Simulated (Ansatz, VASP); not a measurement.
BW3 in VASP and in Ansatz

```
CELL_PARAMETERS angstrom
0.00000 3.04828 3.04828
3.04828 0.00000 3.04828
3.04828 3.04828 0.00000
ATOMIC_POSITIONS crystal
B 0.00000 0.00000 0.00000
W 0.25000 0.25000 0.25000
W 0.75000 0.75000 0.75000
W 0.50000 0.50000 0.50000
```

Change from the starting cell: species swapped into the Ta3Os type (Fm-3m, No. 225).

Alike in both runs: functional PBE; k mesh 6 × 6 × 6; occupations gaussian, width 0.1 eV; no spin polarisation.

Ansatz relaxed the structure, and its values are those at the end. VASP's run is a single point on that final structure, the one shown.

|  | VASP | Ansatz |
| --- | --- | --- |
| version | VASP 6.6.1 | Ansatz 0.2.0 |
| potentials or method | VASP PAW PBE potentials, release 64 (B, W_sv), cutoff 520 eV | scalar-relativistic, plane waves, PAW |
| valence electrons in the cell | 45 | 45 |

```tsv
	VASP	Ansatz	Ansatz less VASP
gap on the k mesh at the Fermi level (eV)	none	none	-
pressure (GPa)	0.4	-0.3	-0.64
```

A gap of «none» marks a metal or a gap that the smearing closes. The functional is the same, so the differences come from potentials, cutoffs and numerics.

Neither program's run includes spin-orbit coupling.
